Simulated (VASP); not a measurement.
# CaSe (F-43m) in VASP: further runs

CaSe is run at these levels: PBE; tasks: single point.

Everything below comes from runs of VASP 6.6.1. Logs are shortened: lines on timing, memory, paths and dates and some standing lists are left out, and cuts for length are marked.

### 1 The cell of the first run

It takes space group F-43m (No. 216, cubic). Conventional cell: a = 6.433 Å, b = 6.433 Å, c = 6.433 Å, α = 90.00°, β = 90.00°, γ = 90.00°. Within 3.7 Å of Ca (site symmetry -43m) lie 4 Se at 2.79 Å. Within 3.7 Å of Se (site symmetry -43m) lie 4 Ca at 2.79 Å.

### 2 Single point, PBE

The input, INCAR:

```
SYSTEM = CaSe
ALGO = Normal ; EDIFF = 1E-6
ENCUT = 500 ; GGA = PE
GGA_COMPAT = .FALSE. ; ISIF = 2
ISMEAR = 0 ; LASPH = .TRUE.
LCHARG = .FALSE. ; LREAL = .FALSE.
LWAVE = .FALSE. ; NBANDS = 15
NELM = 120 ; PREC = Accurate
SIGMA = 0.1
```

The input, KPOINTS:

```
k-points
0
G
  4 4 4
  0 0 0
```

The input, POSCAR:

```
CaSe
1.0
    0.0000000000      3.2165052809      3.2165052809
    3.2165052809      0.0000000000      3.2165052809
    3.2165052809      3.2165052809      0.0000000000
Ca Se
1 1
Direct
    0.0000000000      0.0000000000      0.0000000000
    0.7500000000      0.7500000000      0.7500000000
```

Potentials or basis: VASP PAW PBE potentials, release 64 (Ca_sv, Se).

Started as:

```
cat potpaw_PBE.64/Ca_sv/POTCAR potpaw_PBE.64/Se/POTCAR > POTCAR
mpirun -np 1 vasp_std > vasp.out
```

OUTCAR:

```text
SYSTEM = CaSe
   EDIFF = 1E-6
   ENCUT = 500
   GGA = PE
   ISIF = 2
   ISMEAR = 0
   LASPH = .TRUE.
   LREAL = .FALSE.
   NELM = 120
   PREC = Accurate

 ion  position               nearest neighbor table
   1  0.000  0.000  0.000-   2 2.79   2 2.79   2 2.79   2 2.79
   2  0.750  0.750  0.750-   1 2.79   1 2.79   1 2.79   1 2.79

  LATTYP: Found a face centered cubic cell.
 ALAT       =     6.4330105618

  Lattice vectors:

 A1 = (   0.0000000000,   3.2165052809,   3.2165052809)
 A2 = (   3.2165052809,   0.0000000000,   3.2165052809)
 A3 = (   3.2165052809,   3.2165052809,   0.0000000000)

Analysis of symmetry for initial positions (statically):
=====================================================================
 Subroutine PRICEL returns:
 Original cell was already a primitive cell.

 Routine SETGRP: Setting up the symmetry group for a
 face centered cubic supercell.

 Subroutine GETGRP returns: Found 24 space group operations
 (whereof 24 operations were pure point group operations)
 out of a pool of 48 trial point group operations.

The static configuration has the point symmetry T_d .

Analysis of symmetry for dynamics (positions and initial velocities):
=====================================================================
 Subroutine PRICEL returns:
 Original cell was already a primitive cell.

 Routine SETGRP: Setting up the symmetry group for a
 face centered cubic supercell.

 Subroutine GETGRP returns: Found 24 space group operations
 (whereof 24 operations were pure point group operations)
 out of a pool of 48 trial point group operations.

The dynamic configuration has the point symmetry T_d .

 Subroutine INISYM returns: Found 24 space group operations
 (whereof 24 operations are pure point group operations),
 and found     1 'primitive' translations

----------------------------------------------------------------------------------------

                                     Primitive cell

  volume of cell :      66.5553

  direct lattice vectors                    reciprocal lattice vectors
     0.000000000  3.216505281  3.216505281    -0.155448214  0.155448214  0.155448214
     3.216505281  0.000000000  3.216505281     0.155448214 -0.155448214  0.155448214
     3.216505281  3.216505281  0.000000000     0.155448214  0.155448214 -0.155448214

  length of vectors
     4.548825392  4.548825392  4.548825392     0.269244204  0.269244204  0.269244204

  position of ions in fractional coordinates (direct lattice)
     0.000000000  0.000000000  0.000000000
     0.750000000  0.750000000  0.750000000

  ion indices of the primitive-cell ions
   primitive index   ion index
                 1           1
                 2           2

----------------------------------------------------------------------------------------

 KPOINTS: k-points

Automatic generation of k-mesh.
 Grid dimensions read from file:
 generate k-points for:    4    4    4

 Generating k-lattice:

  Cartesian coordinates                     Fractional coordinates (reciprocal lattice)
    -0.038862053  0.038862053  0.038862053     0.250000000  0.000000000  0.000000000
     0.038862053 -0.038862053  0.038862053     0.000000000  0.250000000  0.000000000
     0.038862053  0.038862053 -0.038862053     0.000000000  0.000000000  0.250000000

  Length of vectors
     0.067311051  0.067311051  0.067311051

  Shift w.r.t. Gamma in fractional coordinates (k-lattice)
     0.000000000  0.000000000  0.000000000

 Subroutine IBZKPT returns following result:
 ===========================================

 Found      8 irreducible k-points:

 Following reciprocal coordinates:
            Coordinates               Weight
  0.000000  0.000000  0.000000      1.000000
  0.250000  0.000000  0.000000      8.000000
  0.500000  0.000000  0.000000      4.000000
  0.250000  0.250000  0.000000      6.000000
  0.500000  0.250000  0.000000     24.000000
 -0.250000  0.250000  0.000000     12.000000
  0.500000  0.500000  0.000000      3.000000
 -0.250000  0.500000  0.250000      6.000000
   k-points           NKPTS =      8   k-points in BZ     NKDIM =      8   number of bands    NBANDS=     15
   number of dos      NEDOS =    301   number of ions     NIONS =      2
   total plane-waves  NPLWV =  46656
   dimension x,y,z NGX =    36 NGY =   36 NGZ =   36
   dimension x,y,z NGXF=    72 NGYF=   72 NGZF=   72
   ions per type =               1   1
   NGX,Y,Z   is equivalent  to a cutoff of  13.16, 13.16, 13.16 a.u.
   NGXF,Y,Z  is equivalent  to a cutoff of  26.31, 26.31, 26.31 a.u.
 SYSTEM =  CaSe
   PREC   = accura    normal or accurate (medium, high low for compatibility)
   ISTART =      0    job   : 0-new  1-cont  2-samecut
   ICHARG =      2    charge: 1-file 2-atom 10-const
   ISPIN  =      1    spin polarized calculation?
   LNONCOLLINEAR =      F non collinear calculations
   LSORBIT =      F    spin-orbit coupling
   LASPH  =      T    aspherical Exc in radial PAW
   ENCUT  =  500.0 eV  36.75 Ry    6.06 a.u.   8.29  8.29  8.29*2*pi/ulx,y,z
   NELM   =    120;   NELMIN=  2; NELMDL= -5     # of ELM steps
   EDIFF  = 0.1E-05   stopping-criterion for ELM
   LREAL  =      F    real-space projection
   EDIFFG = 0.1E-04   stopping-criterion for IOM
   NSW    =      0    number of steps for IOM
   IBRION =     -1    ionic relax: 0-MD 1-quasi-New 2-CG
   NFREE  =      0    steps in history (QN), initial steepest desc. (CG)
   ISIF   =      2    stress and relaxation
   ISYM   =      2    0-nonsym 1-usesym 2-fastsym
   POTIM  = 0.5000    time-step for ionic-motion
   TEBEG  =    0.0;   TEEND  =   0.0 temperature during run
   PSTRESS=    0.0 pullay stress
   NELECT =      16.0000    total number of electrons
   NUPDOWN=      -1.0000    fix difference up-down
   EMIN   =  10.00;   EMAX   =-10.00  energy-range for DOS
   EFERMI =   0.00;   METHOD = LEGACY
   ISMEAR =     0;   SIGMA  =   0.10  broadening in eV -4-tet -1-fermi 0-gaus
   EFERMI_NEDOS =   21; number of points for ismear=-14 and -15
   IALGO  =     38    algorithm
   IMIX   =      4    mixing-type and parameters
     AMIX     =   0.40;   BMIX     =  1.00
     AMIX_MAG =   1.60;   BMIX_MAG =  1.00
  volume/ion in A,a.u.               =      33.28       224.57
  Fermi-wavevector in a.u.,A,eV,Ry     =   1.017936  1.923620 14.098277  1.036194
  Thomas-Fermi vector in A             =   2.151365
   LORBIT       =      0    0 simple, 1 ext, 2 COOP (PROOUT), +10 PAW based schemes
   GGA     = PE    functional components
   LHFCALC =     F    Hartree Fock is set to
   AEXX    =    0.0000 exact exchange contribution
   IVDW    =     0    specifies the selected vdW correction
   LEPSILON=     F    determine dielectric tensor
   LRPA    =     F    only Hartree local field effects (RPA)
 non-spin polarized calculation
 Gauss-broadening in eV      SIGMA  =   0.10
  energy-cutoff  :      500.00
  volume of cell :       66.56
 maximum number of plane-waves:      1708
 NGX is ok and might be reduce to    36
   NGX = 17   NGY = 17   NGZ = 17

 number of electron      15.9999999 magnetization

 Free energy of the ion-electron system (eV)
  ---------------------------------------------------
  ext. energy  EPLUGINS =         0.00000000
  ---------------------------------------------------
  free energy    TOTEN  =        -8.92482348 eV

  energy without entropy =       -8.92482348  energy(sigma->0) =       -8.92482348

 E-fermi :   0.4007     XC(G=0):  -7.8414

 val. band max:       -0.0655038016   @ k =  -0.2500   0.2500   0.0000
 cond. band min:       3.3197987957   @ k =   0.0000   0.0000   0.0000
 fundamental gap:      3.3853025973
 Fermi energy:         0.4007452604

 k-point     1 :       0.0000    0.0000    0.0000
  band No.  band energies     occupation
      1     -38.8807      2.00000
      2     -19.9130      2.00000
      3     -19.9130      2.00000
      4     -19.9130      2.00000
      5     -10.4649      2.00000
      6      -0.1863      2.00000
      7      -0.1863      2.00000
      8      -0.1863      2.00000
      9       3.3198      0.00000
     10       5.4484      0.00000
     11       5.4484      0.00000
     12       7.6444      0.00000
     13       7.6444      0.00000
     14       7.6444      0.00000
     15       9.3561      0.00000

 k-point     2 :       0.2500    0.0000    0.0000
  band No.  band energies     occupation
      1     -38.8794      2.00000
      2     -19.9435      2.00000
      3     -19.9166      2.00000
      4     -19.9166      2.00000
      5     -10.3125      2.00000
      6      -0.9098      2.00000
      7      -0.1306      2.00000
      8      -0.1306      2.00000
      9       4.7421      0.00000
     10       5.2819      0.00000
     11       5.2819      0.00000
     12       6.7182      0.00000
     13       7.4281      0.00000
     14       7.4281      0.00000
     15       8.2498      0.00000

 k-point     3 :       0.5000    0.0000    0.0000
  band No.  band energies     occupation
      1     -38.8781      2.00000
      2     -19.9735      2.00000
      3     -19.9203      2.00000
      4     -19.9203      2.00000
      5     -10.1578      2.00000
      6      -1.3493      2.00000
      7      -0.0869      2.00000
      8      -0.0869      2.00000
      9       5.1662      0.00000
     10       5.5811      0.00000
     11       5.5811      0.00000
     12       6.0083      0.00000
     13       6.5244      0.00000
     14       6.5244      0.00000
     15       9.2333      0.00000

 k-point     4 :       0.2500    0.2500    0.0000
  band No.  band energies     occupation
      1     -38.8790      2.00000
      2     -19.9456      2.00000
      3     -19.9218      2.00000
      4     -19.9218      2.00000
      5     -10.2623      2.00000
      6      -0.9934      2.00000
      7      -0.1454      2.00000
      8      -0.1454      2.00000
      9       4.2614      0.00000
     10       5.4604      0.00000
     11       5.8220      0.00000
     12       6.8603      0.00000
     13       6.9563      0.00000
     14       6.9563      0.00000
     15       8.8908      0.00000

 k-point     5 :       0.5000    0.2500    0.0000
  band No.  band energies     occupation
      1     -38.8777      2.00000
      2     -19.9686      2.00000
      3     -19.9323      2.00000
      4     -19.9255      2.00000
      5     -10.1090      2.00000
      6      -1.1586      2.00000
      7      -0.4013      2.00000
      8      -0.0863      2.00000
      9       4.0985      0.00000
     10       5.2107      0.00000
     11       5.7843      0.00000
     12       6.5852      0.00000
     13       6.8925      0.00000
     14       7.5323      0.00000
     15       9.2607      0.00000

 k-point     6 :      -0.2500    0.2500    0.0000
  band No.  band energies     occupation
      1     -38.8781      2.00000
      2     -19.9611      2.00000
      3     -19.9327      2.00000
      4     -19.9203      2.00000
      5     -10.1597      2.00000
      6      -1.0278      2.00000
      7      -0.5016      2.00000
      8      -0.0655      2.00000
      9       4.7675      0.00000
     10       5.0785      0.00000
     11       5.4903      0.00000
     12       6.7722      0.00000
     13       7.0630      0.00000
     14       7.3163      0.00000
     15       8.6367      0.00000

 k-point     7 :       0.5000    0.5000    0.0000
  band No.  band energies     occupation
      1     -38.8773      2.00000
      2     -19.9772      2.00000
      3     -19.9306      2.00000
      4     -19.9306      2.00000
      5     -10.0584      2.00000
      6      -1.3945      2.00000
      7      -0.0829      2.00000
      8      -0.0829      2.00000
      9       3.4821      0.00000
     10       5.0546      0.00000
     11       6.2393      0.00000
     12       6.2393      0.00000
     13       6.2772      0.00000
     14       8.3893      0.00000
     15       9.7074      0.00000

 k-point     8 :      -0.2500    0.5000    0.2500
  band No.  band energies     occupation
      1     -38.8773      2.00000
      2     -19.9693      2.00000
      3     -19.9385      2.00000
      4     -19.9308      2.00000
      5     -10.0588      2.00000
      6      -0.8370      2.00000
      7      -0.7822      2.00000
      8      -0.1507      2.00000
      9       3.7237      0.00000
     10       5.0406      0.00000
     11       6.0259      0.00000
     12       6.3691      0.00000
     13       7.0356      0.00000
     14       9.0875      0.00000
     15       9.2563      0.00000

------------------------ aborting loop because EDIFF is reached ----------------------------------------

  FORCE on cell =-STRESS in cart. coord.  units (eV):
  Direction    XX          YY          ZZ          XY          YZ          ZX
  --------------------------------------------------------------------------------------
  -------------------------------------------------------------------------------------
  Total        1.1730050      1.1730050      1.1730050     -0.0000000     -0.0000000      0.0000000
  in kB       28.2375901     28.2375901     28.2375901     -0.0000000     -0.0000000      0.0000000
  external PRESSURE =      28.2375901 kB  Pullay stress =       0.0000000 kB

 VOLUME and BASIS-vectors are now :
 -----------------------------------------------------------------------------
  energy-cutoff  :      500.00
  volume of cell :       66.56
      direct lattice vectors                 reciprocal lattice vectors
     0.000000000  3.216505281  3.216505281    -0.155448214  0.155448214  0.155448214
     3.216505281  0.000000000  3.216505281     0.155448214 -0.155448214  0.155448214
     3.216505281  3.216505281  0.000000000     0.155448214  0.155448214 -0.155448214

 POSITION                                       TOTAL-FORCE (eV/Angst)
 -----------------------------------------------------------------------------------
      0.00000      0.00000      0.00000         0.000000      0.000000      0.000000
      4.82476      4.82476      4.82476        -0.000000     -0.000000     -0.000000
 -----------------------------------------------------------------------------------
    total drift:                                0.000000      0.000000      0.000000

  FREE ENERGIE OF THE ION-ELECTRON SYSTEM (eV)
  ---------------------------------------------------
  free  energy   TOTEN  =        -8.9248234832 eV

  energy  without entropy=       -8.9248234832  energy(sigma->0) =       -8.92482348
```

Run time: 5.9 s. Hardware: 1 thread of Intel Xeon Platinum 8481C at 2.70GHz (Sapphire Rapids), shared host; peak memory 0.2 GiB.

What came out:

| Item | Value |
| --- | --- |
| Free energy | -8.9248 eV |
| Pressure | 2.8 GPa |
| Band gap on the k mesh | 3.39 eV, indirect (least direct gap 3.51 eV) |

Caveat: the k points lie up to 0.42 Å⁻¹ apart.

### 3 Single point, PBE

This run uses another cell than the first one, of 35.94 Å³/atom, 1.080 times its volume.

The input, INCAR:

```
PREC = Accurate ; ENCUT = 500
EDIFF = 1E-6 ; ISMEAR = 0
SIGMA = 0.1 ; LREAL = False
LASPH = True ; NELM = 120
ALGO = Normal ; ISIF = 2
LWAVE = False ; LCHARG = False
GGA = PE ; NBANDS = 15
GGA_COMPAT = False
```

The input, KPOINTS:

```
regular mesh
0
Gamma
  4 4 4
```

The input, POSCAR:

```
CaSe
1.0
    0.0000000000      3.3000000000      3.3000000000
    3.3000000000      0.0000000000      3.3000000000
    3.3000000000      3.3000000000      0.0000000000
Ca Se
1 1
Direct
    0.6210000000      0.4970000000      0.7290000000
    1.3710000000      1.2470000000      1.4790000000
```

Potentials or basis: VASP PAW PBE potentials, release 64 (Ca_sv, Se).

Started as:

```
cat potpaw_PBE.64/Ca_sv/POTCAR potpaw_PBE.64/Se/POTCAR > POTCAR
mpirun -np 1 vasp_std > vasp.out
```

Run time: 6 s. Hardware: 1 thread of Intel Xeon Platinum 8481C at 2.70GHz (Sapphire Rapids), shared host; peak memory 0.2 GiB.

The run converged. Its results:

* Free energy: -8.9684 eV
* Pressure: -0.1 GPa
* Band gap on the k mesh: 3.14 eV, indirect (least direct gap 3.24 eV)

Levels at points of the mesh, in eV from the valence-band top:
```
           k point  band 6  band 7  band 8  band 9  band 10  band 11
(0.00, 0.00, 0.00)   -0.09   -0.09   -0.09    3.14     5.33     5.33
(0.50, 0.00, 0.00)   -1.20   -0.02   -0.02    5.04     5.45     5.45
(0.50, 0.50, 0.00)   -1.22   -0.04   -0.04    3.54     4.94     6.04
```

A k mesh can miss the band edges. As with any semilocal functional, this PBE gap is likely too small.
